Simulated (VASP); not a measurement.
Write the native input for VASP 6.6.1 that does the following.

```
Task                   : single point
Functional             : PBE
Potentials or basis    : VASP PAW PBE potentials, release 64 (Ta_pv, Pb_d)
Cutoff                 : 520 eV
k mesh                 : 6 × 6 × 4
Occupations            : gaussian, width 0.1 eV
Spin                   : no spin polarisation
Dipole correction      : no
Further INCAR settings : ALGO = Fast; EDIFF = 1e-06; NBANDS = 26
```

The structure of TaPb2 lies in POSCAR:

```
TaPb2
1.0
    4.2834322904      0.0000000000      0.0000000000
   -2.1417161452      3.7095611789      0.0000000000
    0.0000000000      0.0000000000      4.6249684198
Ta Pb
1 2
Direct
    0.0000000000      0.0000000000      0.0000000000
    0.3333333333      0.6666666667      0.5000000000
    0.6666666667      0.3333333333      0.5000000000
```

One way to write it, as run:

INCAR

```
PREC = Accurate
ENCUT = 520
EDIFF = 1E-6
ISMEAR = 0
SIGMA = 0.1
LREAL = F
LASPH = T
NELM = 80
ALGO = Fast
ISIF = 2
LWAVE = F
LCHARG = T
GGA = PE
LELF = T
LVHAR = T
NBANDS = 26
```

KPOINTS

```
Automatic mesh
0
Gamma
  6 6 4
```

Potentials or basis: VASP PAW PBE potentials, release 64 (Ta_pv, Pb_d).

Launch:

```bash
$ cat potpaw_PBE.64/Ta_pv/POTCAR potpaw_PBE.64/Pb_d/POTCAR > POTCAR
$ mpirun -np 1 vasp_std > vasp.out
```

Results of the run:

```json
{
 "Pressure": "29.0 GPa",
 "Band gap on the k mesh": "zero (an odd number of electrons rules out a gap without spin polarisation)"
}
```

Caveat: the cell stands under pressure; spin-orbit coupling is left out, which moves the levels of the heavy elements.

Run time: 34 s on 1 thread of Intel(R) Xeon(R) 6975P-C (Granite Rapids), with other jobs on the host, peak memory 0.19 GiB.
